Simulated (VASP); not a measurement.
Here is a VASP 6.6.1 calculation.

Contents of INCAR:

```
AGGAC = 1.0 ; AGGAX = 1.0
ALDAC = 0.0 ; ALDAX = 1.0
ALGO = Normal ; EDIFF = 1E-6
EDIFFG = -0.01 ; ENCUT = 600
GGA = B5 ; IBRION = 2
ISIF = 3 ; ISMEAR = -1
LASPH = True ; LCHARG = False
LREAL = False ; LWAVE = False
NELM = 60 ; NSW = 80
PREC = Accurate ; SIGMA = 0.1
```

KPOINTS

```
k-points
0
Gamma
  12 12 12
```

The input POSCAR:

```
Mo
1.0
    2.5629259694      0.0000000000      0.0000000000
    0.0000000000      2.5629259694      0.0000000000
    0.0000000000      0.0000000000      2.5629259694
Mo
1
Direct
    0.0000000000      0.0000000000      0.0000000000
```

Potentials or basis: VASP PAW PBE potentials, release 64 (Mo_sv).

Command:

```sh
$ cat potpaw_PBE.64/Mo_sv/POTCAR > POTCAR
$ mpirun -np 1 vasp_std > vasp.out
```

**Question.** Estimate the relaxed volume.

**Answer.** 18.52 Å³/atom.

**Question.** Predict the relaxed cell.

**Answer.** a = 2.646 Å, b = 2.646 Å, c = 2.646 Å, α = 90.00°, β = 90.00°, γ = 90.00°.

Step by step:
| step | energy change (eV) | largest force (eV/Å) | pressure (GPa) | volume (Å³) |
| --- | --- | --- | --- | --- |
| 1 | 0.0000 | 0.0000 | 19.87 | 16.83 |
| 2 | 0.2162 | 0.0000 | -21.49 | 22.45 |
| 3 | -0.0965 | 0.0000 | -0.94 | 18.64 |
| 4 | -0.0968 | 0.0000 | -0.17 | 18.54 |
| 5 | -0.0968 | 0.0000 | 0.16 | 18.51 |
| 6 | -0.0968 | 0.0000 | 0.18 | 18.51 |
| 7 | -0.0968 | 0.0000 | 0.20 | 18.51 |
| 8 | -0.0968 | 0.0000 | 0.15 | 18.51 |
| 9 | -0.0968 | 0.0000 | 0.15 | 18.51 |
| 10 | -0.0968 | 0.0000 | 0.15 | 18.51 |
| 11 | -0.0968 | 0.0000 | 0.15 | 18.51 |
| 12 | -0.0968 | 0.0000 | 0.15 | 18.51 |
| 13 | -0.0968 | 0.0000 | 0.15 | 18.51 |
| 14 | -0.0968 | 0.0000 | 0.16 | 18.51 |
| 15 | -0.0968 | 0.0000 | 0.17 | 18.51 |
| 16 | -0.0968 | 0.0000 | 0.13 | 18.51 |
| 17 | -0.0968 | 0.0000 | 0.11 | 18.52 |
| 18 | -0.0968 | 0.0000 | 0.05 | 18.52 |

Caveat: the PAW data sets were made with another functional, which shifts forces and pressure a little.
